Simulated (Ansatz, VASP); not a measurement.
Cu2Re in VASP and in Ansatz

```xyz
3
Lattice="0.0000 2.8739 2.8739 2.8739 0.0000 2.8739 2.8739 2.8739 0.0000" Properties=species:S:1:pos:R:3 pbc="T T T"
Cu    1.4370    1.4370    1.4370
Cu    4.3109    4.3109    4.3109
Re    0.0000    0.0000    0.0000
```

Alike in both runs: functional PBE; k mesh 14 × 14 × 14; occupations gaussian, width 0.1 eV; no spin polarisation.

Ansatz relaxed the structure, and its values are those at the end. VASP's run is a single point on that final structure, the one shown.

|  | VASP | Ansatz |
| --- | --- | --- |
| version | VASP 6.6.1 | Ansatz 0.2.0 |
| potentials or method | VASP PAW PBE potentials, release 64 (Cu, Re), cutoff 520 eV | scalar-relativistic, plane waves, PAW |
| valence electrons in the cell | 29 | 53 |

VASP gave:

| Property | Result |
| --- | --- |
| gap on the k mesh at the Fermi level (eV) | none |
| pressure (GPa) | 0.2 |

Q: Estimate Ansatz's values.

A: gap on the k mesh at the Fermi level (eV): none; pressure (GPa): 0.0.

A gap of «none» marks a metal or a gap that the smearing closes. VASP's potentials hold 29 valence electrons a cell and Ansatz's 53, so a difference there can come from the potentials and not from the codes.

Spin-orbit coupling is off throughout.
